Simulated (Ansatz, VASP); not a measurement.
**One calculation of Pb, two programs**

Contents of INCAR:

```
ALGO = Fast
EDIFF = 1E-7
ENCUT = 520
GGA = CA
ISIF = 2
ISMEAR = 0
LASPH = True
LCHARG = False
LREAL = False
LWAVE = False
NBANDS = 13
NELM = 80
PREC = Accurate
SIGMA = 0.15
```

Contents of KPOINTS:

```
k-points
0
Gamma
  18 18 18
```

File POSCAR:

```
Pb
1.0
   -1.9177952052      1.9177952052      1.9796595667
    1.9177952052     -1.9177952052      1.9796595667
    2.0415239282      2.0415239282     -1.9796595667
Pb
1
Direct
    0.0000000000      0.0000000000      0.0000000000
```

Input for Ansatz:

```yaml
crystal:
  lattice:
    - [-1.9177952052, 1.9177952052, 1.9796595667]
    - [1.9177952052, -1.9177952052, 1.9796595667]
    - [2.0415239282, 2.0415239282, -1.9796595667]
  atoms:
    - { symbol: Pb, position: [0.0, 0.0, 0.0] }
basis:
  ecutwfc: 420
kpoints:
  mp_grid: { grid: [18, 18, 18] }
hamiltonian:
  xc: lda
scf:
  occupations: { method: gaussian, width: 0.15 }
output:
  forces: true
  stress: true
  eigenvalues: true
```

Change from the starting cell: strain +0.0625 x Voigt [0, 0, 0, 0, 0, 1], atoms carried along.

Alike in both runs: task single point; functional LDA; k mesh 18 × 18 × 18; occupations gaussian, width 0.15 eV; no spin polarisation.

|  | VASP | Ansatz |
| --- | --- | --- |
| version | VASP 6.6.1 | Ansatz 0.2.0 |
| potentials or method | VASP PAW LDA potentials, release 64 (Pb_d), cutoff 520 eV | scalar-relativistic, plane waves, PAW |
| valence electrons in the cell | 14 | 14 |

VASP gave:

```
gap on the k mesh at the Fermi level (eV)                     : none
pressure (GPa)                                                : -2.8
traceless stress, the component that is largest in VASP (GPa) : -0.97
```

Task: What did Ansatz give for the same quantities?

Result: gap on the k mesh at the Fermi level (eV): none; pressure (GPa): -2.9; traceless stress, the component that is largest in VASP (GPa): -0.96.

LDA's correlation is that of Perdew and Zunger in VASP and of Perdew and Wang (1992) in Ansatz. A gap of «none» marks a metal or a gap that the smearing closes.

Spin-orbit coupling is off throughout.
